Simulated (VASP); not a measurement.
# GaAgC4N4 (P-43m) in VASP: notebook

Runs on GaAgC4N4. Level: PBE. Tasks: single point, relaxation of cell and atoms.

All numbers are computed with VASP 6.6.1; they aren't measurements. Logs are shortened: lines on timing, memory, paths and dates and some standing lists are left out, and cuts for length are marked.

**1. The cell of the first run**

It takes space group P-43m (No. 215, cubic). The conventional cell has a = 6.025 Å, b = 6.025 Å, c = 6.025 Å, α = 90.00°, β = 90.00°, γ = 90.00°. Ga (site symmetry -43m) has 4 N at 1.88 Å within 2.5 Å. Ag (site symmetry -43m) has 4 C at 2.16 Å within 2.9 Å. C (site symmetry 3m) has 1 N at 1.17 Å within 1.6 Å. Within 1.6 Å of N (site symmetry 3m) lie 1 C at 1.17 Å.

**2. Single point, PBE**

Contents of INCAR:

```
SYSTEM = GaAgC4N4
PREC = Accurate
ENCUT = 520
EDIFF = 1E-6
ISMEAR = 0
SIGMA = 0.1
LREAL = .FALSE.
LASPH = .TRUE.
NELM = 80
ALGO = Normal
ISIF = 2
LWAVE = .FALSE.
LCHARG = .TRUE.
GGA = PE
LELF = .TRUE.
LVHAR = .TRUE.
NBANDS = 41
```

Contents of KPOINTS:

```
regular mesh
0
G
  4 4 4
  0 0 0
```

Contents of POSCAR:

```
GaAgC4N4
1.0
    6.0250227228      0.0000000000      0.0000000000
    0.0000000000      6.0250227228      0.0000000000
    0.0000000000      0.0000000000      6.0250227228
Ga Ag C N
1 1 4 4
Direct
    0.5000000000      0.5000000000      0.5000000000
    0.0000000000      0.0000000000      0.0000000000
    0.2072093105      0.2072093105      0.2072093105
    0.2072093105      0.7927906895      0.7927906895
    0.7927906895      0.2072093105      0.7927906895
    0.7927906895      0.7927906895      0.2072093105
    0.3194655356      0.3194655356      0.3194655356
    0.3194655356      0.6805344644      0.6805344644
    0.6805344644      0.3194655356      0.6805344644
    0.6805344644      0.6805344644      0.3194655356
```

Potentials or basis: VASP PAW PBE potentials, release 64 (Ga_d, Ag, C, N).

On the command line:

```bash
$ cat potpaw_PBE.64/Ga_d/POTCAR potpaw_PBE.64/Ag/POTCAR potpaw_PBE.64/C/POTCAR potpaw_PBE.64/N/POTCAR > POTCAR
$ mpirun -np 1 vasp_std > vasp.out
```

OUTCAR:

```text
SYSTEM = GaAgC4N4
   PREC = Accurate
   ENCUT = 520
   EDIFF = 1E-6
   ISMEAR = 0
   LREAL = .FALSE.
   LASPH = .TRUE.
   NELM = 80
   ISIF = 2
   GGA = PE

 ion  position               nearest neighbor table
   1  0.500  0.500  0.500-   7 1.88   8 1.88   9 1.88  10 1.88
   2  0.000  0.000  0.000-   3 2.16   4 2.16   5 2.16   6 2.16
   3  0.207  0.207  0.207-   7 1.17   2 2.16
   4  0.207  0.793  0.793-   8 1.17   2 2.16
   5  0.793  0.207  0.793-   9 1.17   2 2.16
   6  0.793  0.793  0.207-  10 1.17   2 2.16
   7  0.319  0.319  0.319-   3 1.17   1 1.88
   8  0.319  0.681  0.681-   4 1.17   1 1.88
   9  0.681  0.319  0.681-   5 1.17   1 1.88
  10  0.681  0.681  0.319-   6 1.17   1 1.88

  LATTYP: Found a simple cubic cell.
 ALAT       =     6.0250227228

  Lattice vectors:

 A1 = (   6.0250227228,   0.0000000000,   0.0000000000)
 A2 = (   0.0000000000,   6.0250227228,   0.0000000000)
 A3 = (   0.0000000000,   0.0000000000,   6.0250227228)

Analysis of symmetry for initial positions (statically):
=====================================================================
 Subroutine PRICEL returns:
 Original cell was already a primitive cell.

 Routine SETGRP: Setting up the symmetry group for a
 simple cubic supercell.

 Subroutine GETGRP returns: Found 24 space group operations
 (whereof 24 operations were pure point group operations)
 out of a pool of 48 trial point group operations.

The static configuration has the point symmetry T_d .

Analysis of symmetry for dynamics (positions and initial velocities):
=====================================================================
 Subroutine PRICEL returns:
 Original cell was already a primitive cell.

 Routine SETGRP: Setting up the symmetry group for a
 simple cubic supercell.

 Subroutine GETGRP returns: Found 24 space group operations
 (whereof 24 operations were pure point group operations)
 out of a pool of 48 trial point group operations.

The dynamic configuration has the point symmetry T_d .

 Subroutine INISYM returns: Found 24 space group operations
 (whereof 24 operations are pure point group operations),
 and found     1 'primitive' translations

----------------------------------------------------------------------------------------

                                     Primitive cell

  volume of cell :     218.7137

  direct lattice vectors                    reciprocal lattice vectors
     6.025022723  0.000000000  0.000000000     0.165974478  0.000000000  0.000000000
     0.000000000  6.025022723  0.000000000     0.000000000  0.165974478  0.000000000
     0.000000000  0.000000000  6.025022723     0.000000000  0.000000000  0.165974478

  length of vectors
     6.025022723  6.025022723  6.025022723     0.165974478  0.165974478  0.165974478

  position of ions in fractional coordinates (direct lattice)
     0.500000000  0.500000000  0.500000000
     0.000000000  0.000000000  0.000000000
     0.207209310  0.207209310  0.207209310
     0.207209310  0.792790690  0.792790690
     0.792790690  0.207209310  0.792790690
     0.792790690  0.792790690  0.207209310
     0.319465536  0.319465536  0.319465536
     0.319465536  0.680534464  0.680534464
     0.680534464  0.319465536  0.680534464
     0.680534464  0.680534464  0.319465536

  ion indices of the primitive-cell ions
   primitive index   ion index
                 1           1
                 2           2
                 3           3
                 4           4
                 5           5
                 6           6
                 7           7
                 8           8
                 9           9
                10          10

----------------------------------------------------------------------------------------

 KPOINTS: regular mesh

Automatic generation of k-mesh.
 Grid dimensions read from file:
 generate k-points for:    4    4    4

 Generating k-lattice:

  Cartesian coordinates                     Fractional coordinates (reciprocal lattice)
     0.041493619  0.000000000  0.000000000     0.250000000  0.000000000  0.000000000
     0.000000000  0.041493619  0.000000000     0.000000000  0.250000000  0.000000000
     0.000000000  0.000000000  0.041493619     0.000000000  0.000000000  0.250000000

  Length of vectors
     0.041493619  0.041493619  0.041493619

  Shift w.r.t. Gamma in fractional coordinates (k-lattice)
     0.000000000  0.000000000  0.000000000

 Subroutine IBZKPT returns following result:
 ===========================================

 Found     10 irreducible k-points:

 Following reciprocal coordinates:
            Coordinates               Weight
  0.000000  0.000000  0.000000      1.000000
  0.250000  0.000000  0.000000      6.000000
  0.500000  0.000000  0.000000      3.000000
  0.250000  0.250000  0.000000     12.000000
  0.500000  0.250000  0.000000     12.000000
  0.500000  0.500000  0.000000      3.000000
  0.250000  0.250000  0.250000      8.000000
  0.500000  0.250000  0.250000     12.000000
  0.500000  0.500000  0.250000      6.000000
  0.500000  0.500000  0.500000      1.000000
   k-points           NKPTS =     10   k-points in BZ     NKDIM =     10   number of bands    NBANDS=     41
   number of dos      NEDOS =    301   number of ions     NIONS =     10
   total plane-waves  NPLWV = 110592
   dimension x,y,z NGX =    48 NGY =   48 NGZ =   48
   dimension x,y,z NGXF=    96 NGYF=   96 NGZF=   96
   ions per type =               1   1   4   4
   NGX,Y,Z   is equivalent  to a cutoff of  13.24, 13.24, 13.24 a.u.
   NGXF,Y,Z  is equivalent  to a cutoff of  26.49, 26.49, 26.49 a.u.
 SYSTEM =  GaAgC4N4
   PREC   = accura    normal or accurate (medium, high low for compatibility)
   ISTART =      0    job   : 0-new  1-cont  2-samecut
   ICHARG =      2    charge: 1-file 2-atom 10-const
   ISPIN  =      1    spin polarized calculation?
   LNONCOLLINEAR =      F non collinear calculations
   LSORBIT =      F    spin-orbit coupling
   LASPH  =      T    aspherical Exc in radial PAW
   ENCUT  =  520.0 eV  38.22 Ry    6.18 a.u.  11.20 11.20 11.20*2*pi/ulx,y,z
   NELM   =     80;   NELMIN=  2; NELMDL= -5     # of ELM steps
   EDIFF  = 0.1E-05   stopping-criterion for ELM
   LREAL  =      F    real-space projection
   EDIFFG = 0.1E-04   stopping-criterion for IOM
   NSW    =      0    number of steps for IOM
   IBRION =     -1    ionic relax: 0-MD 1-quasi-New 2-CG
   NFREE  =      0    steps in history (QN), initial steepest desc. (CG)
   ISIF   =      2    stress and relaxation
   ISYM   =      2    0-nonsym 1-usesym 2-fastsym
   POTIM  = 0.5000    time-step for ionic-motion
   TEBEG  =    0.0;   TEEND  =   0.0 temperature during run
   PSTRESS=    0.0 pullay stress
   NELECT =      60.0000    total number of electrons
   NUPDOWN=      -1.0000    fix difference up-down
   EMIN   =  10.00;   EMAX   =-10.00  energy-range for DOS
   EFERMI =   0.00;   METHOD = LEGACY
   ISMEAR =     0;   SIGMA  =   0.10  broadening in eV -4-tet -1-fermi 0-gaus
   EFERMI_NEDOS =   21; number of points for ismear=-14 and -15
   IALGO  =     38    algorithm
   IMIX   =      4    mixing-type and parameters
     AMIX     =   0.40;   BMIX     =  1.00
     AMIX_MAG =   1.60;   BMIX_MAG =  1.00
  volume/ion in A,a.u.               =      21.87       147.60
  Fermi-wavevector in a.u.,A,eV,Ry     =   1.063734  2.010167 15.395414  1.131531
  Thomas-Fermi vector in A             =   2.199229
   LORBIT       =      0    0 simple, 1 ext, 2 COOP (PROOUT), +10 PAW based schemes
   GGA     = PE    functional components
   LHFCALC =     F    Hartree Fock is set to
   AEXX    =    0.0000 exact exchange contribution
   IVDW    =     0    specifies the selected vdW correction
   LEPSILON=     F    determine dielectric tensor
   LRPA    =     F    only Hartree local field effects (RPA)
 non-spin polarized calculation
 Gauss-broadening in eV      SIGMA  =   0.10
  energy-cutoff  :      520.00
  volume of cell :      218.71
 maximum number of plane-waves:      5910
 NGX is ok and might be reduce to    48
   NGX = 23   NGY = 23   NGZ = 23

 number of electron      60.0000009 magnetization

 Free energy of the ion-electron system (eV)
  ---------------------------------------------------
  ext. energy  EPLUGINS =         0.00000000
  ---------------------------------------------------
  free energy    TOTEN  =       -71.96232055 eV

  energy without entropy =      -71.96232055  energy(sigma->0) =      -71.96232055

 E-fermi :  -1.3190     XC(G=0):  -7.0564

 val. band max:       -1.7867611006   @ k =   0.5000   0.0000   0.0000
 cond. band min:       2.5290440066   @ k =   0.2500   0.2500   0.2500
 fundamental gap:      4.3158051073
 Fermi energy:        -1.3189745320

 k-point     1 :       0.0000    0.0000    0.0000
  band No.  band energies     occupation
      1     -19.0104      2.00000
      2     -18.8591      2.00000
      3     -18.8591      2.00000
      4     -18.8591      2.00000
      5     -16.1788      2.00000
      6     -16.1788      2.00000
[... 33 lines left out ...]
     40       4.4662      0.00000
     41       7.5887      0.00000

 k-point     2 :       0.2500    0.0000    0.0000
  band No.  band energies     occupation
      1     -19.0016      2.00000
      2     -18.8676      2.00000
      3     -18.8591      2.00000
      4     -18.8591      2.00000
      5     -16.1800      2.00000
      6     -16.1786      2.00000
[... 33 lines left out ...]
     40       4.7239      0.00000
     41       6.7295      0.00000

 k-point     3 :       0.5000    0.0000    0.0000
  band No.  band energies     occupation
      1     -18.9917      2.00000
      2     -18.8774      2.00000
      3     -18.8591      2.00000
      4     -18.8591      2.00000
      5     -16.1813      2.00000
      6     -16.1784      2.00000
[... 259 lines left out ...]
      2     -18.8705      2.00000
      3     -18.8705      2.00000
      4     -18.8680      2.00000
      5     -16.1793      2.00000
      6     -16.1793      2.00000
[... 33 lines left out ...]
     40       6.1048      0.00000
     41       6.1919      0.00000

 k-point    10 :       0.5000    0.5000    0.5000
  band No.  band energies     occupation
      1     -18.9738      2.00000
      2     -18.8704      2.00000
      3     -18.8704      2.00000
      4     -18.8704      2.00000
      5     -16.1790      2.00000
      6     -16.1790      2.00000
[... 33 lines left out ...]
     40       5.9696      0.00000
     41       5.9696      0.00000

------------------------ aborting loop because EDIFF is reached ----------------------------------------

  FORCE on cell =-STRESS in cart. coord.  units (eV):
  Direction    XX          YY          ZZ          XY          YZ          ZX
  --------------------------------------------------------------------------------------
  -------------------------------------------------------------------------------------
  Total        0.6044010      0.6044010      0.6044010      0.0000000      0.0000000     -0.0000000
  in kB        4.4275114      4.4275114      4.4275114      0.0000000      0.0000000     -0.0000000
  external PRESSURE =       4.4275114 kB  Pullay stress =       0.0000000 kB

 VOLUME and BASIS-vectors are now :
 -----------------------------------------------------------------------------
  energy-cutoff  :      520.00
  volume of cell :      218.71
      direct lattice vectors                 reciprocal lattice vectors
     6.025022723  0.000000000  0.000000000     0.165974478  0.000000000  0.000000000
     0.000000000  6.025022723  0.000000000     0.000000000  0.165974478  0.000000000
     0.000000000  0.000000000  6.025022723     0.000000000  0.000000000  0.165974478

 POSITION                                       TOTAL-FORCE (eV/Angst)
 -----------------------------------------------------------------------------------
      3.01251      3.01251      3.01251         0.000000     -0.000000      0.000000
      0.00000      0.00000      0.00000         0.000000     -0.000000      0.000000
      1.24844      1.24844      1.24844        -0.205204     -0.205204     -0.205204
      1.24844      4.77658      4.77658        -0.205204      0.205204      0.205204
      4.77658      1.24844      4.77658         0.205204     -0.205204      0.205204
      4.77658      4.77658      1.24844         0.205204      0.205204     -0.205204
      1.92479      1.92479      1.92479         0.238006      0.238006      0.238006
      1.92479      4.10024      4.10024         0.238006     -0.238006     -0.238006
      4.10024      1.92479      4.10024        -0.238006      0.238006     -0.238006
      4.10024      4.10024      1.92479        -0.238006     -0.238006      0.238006
 -----------------------------------------------------------------------------------
    total drift:                               -0.000000     -0.000000      0.000000

  FREE ENERGIE OF THE ION-ELECTRON SYSTEM (eV)
  ---------------------------------------------------
  free  energy   TOTEN  =       -71.9623205547 eV

  energy  without entropy=      -71.9623205547  energy(sigma->0) =      -71.96232055
```

Run time: 68 s. Hardware: 1 thread of Intel Xeon Platinum 8488C (Sapphire Rapids), shared host; peak memory 0.36 GiB.

What came out:

| Item | Value |
| --- | --- |
| Free energy | -71.9623 eV |
| Pressure | 0.4 GPa |
| Largest force | 0.412 eV/Å |
| Band gap on the k mesh | 4.32 eV (least direct gap 4.40 eV) |

Forces in eV/Å, atoms in the order of the input:
```
Ga   0.000  0.000  0.000
Ag   0.000  0.000  0.000
C   -0.205 -0.205 -0.205
C   -0.205  0.205  0.205
C    0.205 -0.205  0.205
C    0.205  0.205 -0.205
N    0.238  0.238  0.238
N    0.238 -0.238 -0.238
N   -0.238  0.238 -0.238
N   -0.238 -0.238  0.238
```

A k mesh can miss the band edges.

**3. Relaxation of cell and atoms, PBE**

This run uses another cell than the first one, of 21.36 Å³/atom.

Contents of INCAR:

```
SYSTEM = GaAgC4N4
ALGO = Normal
EDIFF = 1E-6
EDIFFG = -0.04
ENCUT = 600
GGA = PE
IBRION = 2
ISIF = 3
ISMEAR = 0
LASPH = .True.
LCHARG = .False.
LREAL = .False.
LWAVE = .False.
NELM = 80
NSW = 90
PREC = Accurate
SIGMA = 0.1
```

Contents of KPOINTS:

```
k-points
0
Gamma
  4 4 4
  0 0 0
```

Contents of POSCAR:

```
GaAgC4N4
1.0
    5.9778846900      0.0000000000      0.0000000000
    0.0000000000      5.9778846900      0.0000000000
    0.0000000000      0.0000000000      5.9778846900
Ga Ag C N
1 1 4 4
Direct
    0.5000000000      0.5000000000      0.5000000000
    0.0000000000      0.0000000000      0.0000000000
    0.1952868500      0.1952868500      0.1952868500
    0.1952868500      0.8047131500      0.8047131500
    0.8047131500      0.1952868500      0.8047131500
    0.8047131500      0.8047131500      0.1952868500
    0.3082866500      0.3082866500      0.3082866500
    0.3082866500      0.6917133500      0.6917133500
    0.6917133500      0.3082866500      0.6917133500
    0.6917133500      0.6917133500      0.3082866500
```

Potentials or basis: VASP PAW PBE potentials, release 64 (Ga_d, Ag, C, N).

On the command line:

```bash
$ cat potpaw_PBE.64/Ga_d/POTCAR potpaw_PBE.64/Ag/POTCAR potpaw_PBE.64/C/POTCAR potpaw_PBE.64/N/POTCAR > POTCAR
$ mpirun -np 1 vasp_std > vasp.out
```

It took 12 min on 1 thread of Intel Xeon Platinum 8488C (Sapphire Rapids), shared host; peak memory 0.4 GiB.

The run converged. Its results:

```yaml
Free_energy: -71.9714 eV
Relaxed_volume: 22.03 Å³/atom
Relaxed_cell: a = 6.039 Å, b = 6.039 Å, c = 6.039 Å, α = 90.00°, β = 90.00°, γ = 90.00°
Space_group_after_relaxing_to_0.1_Å: P-43m (No. 215)
Energy_gained_by_relaxing: 68.2 meV/atom
Ionic_steps: 20
Pressure_after_relaxing: -0.2 GPa
Largest_force_after_relaxing: 0.029 eV/Å
Band_gap_on_the_k_mesh: 4.30 eV (least direct gap 4.39 eV)
```

Forces in eV/Å, atoms in the order of the input:
```
Ga   0.000  0.000  0.000
Ag   0.000  0.000  0.000
C    0.017  0.017  0.017
C    0.017 -0.017 -0.017
C   -0.017  0.017 -0.017
C   -0.017 -0.017  0.017
N   -0.010 -0.010 -0.010
N   -0.010  0.010  0.010
N    0.010 -0.010  0.010
N    0.010  0.010 -0.010
```

Step by step:
```tsv
step	energy change (eV)	largest force (eV/Å)	pressure (GPa)	volume (Å³)
1	0.0000	2.1968	0.55	213.62
2	0.4744	7.0349	-6.14	215.90
3	-0.1629	3.1488	-2.19	214.36
4	-0.4025	2.3582	-1.47	213.83
5	-0.6496	0.5418	1.06	212.47
6	-0.6500	0.5437	0.94	212.52
7	-0.6572	0.4883	1.43	213.34
8	-0.6586	0.1894	1.29	213.11
9	-0.6660	0.1191	0.84	214.36
10	-0.6706	0.3419	-0.07	217.10
11	-0.6710	0.2838	0.09	216.57
12	-0.6728	0.3124	0.23	217.28
13	-0.6728	0.3068	0.22	217.26
14	-0.6747	0.2525	0.10	217.75
15	-0.6780	0.1250	-0.23	219.18
16	-0.6784	0.1736	-0.39	219.88
17	-0.6797	0.1699	-0.23	220.07
18	-0.6799	0.2308	-0.17	220.15
19	-0.6810	0.1299	-0.18	220.19
20	-0.6816	0.0295	-0.21	220.26
```

Final structure:
```xyz
10
Lattice="6.0392 0.0000 0.0000 0.0000 6.0392 0.0000 0.0000 0.0000 6.0392" Properties=species:S:1:pos:R:3 pbc="T T T"
Ga    3.0196    3.0196    3.0196
Ag    0.0000    0.0000    0.0000
C     1.2531    1.2531    1.2531
C     1.2531    4.7861    4.7861
C     4.7861    1.2531    4.7861
C     4.7861    4.7861    1.2531
N     1.9316    1.9316    1.9316
N     1.9316    4.1076    4.1076
N     4.1076    1.9316    4.1076
N     4.1076    4.1076    1.9316
```

Levels at points of the mesh, in eV from the valence-band top:
```csv
k point,band 26,band 27,band 28,band 29,band 30,band 31,band 32,band 33,band 34,band 35
"(0.00, 0.00, 0.00)",-1.75,-1.75,-0.21,-0.21,-0.21,4.41,4.41,4.41,5.10,5.10
"(0.50, 0.00, 0.00)",-1.76,-1.65,-0.23,0.00,0.00,4.39,4.39,4.72,4.74,5.45
"(0.50, 0.50, 0.00)",-1.75,-1.64,-0.17,-0.02,-0.02,4.59,4.69,4.69,4.81,5.33
"(0.50, 0.50, 0.50)",-1.73,-1.73,-0.18,-0.18,-0.18,4.67,4.67,4.67,5.27,5.27
```

A k mesh can miss the band edges.
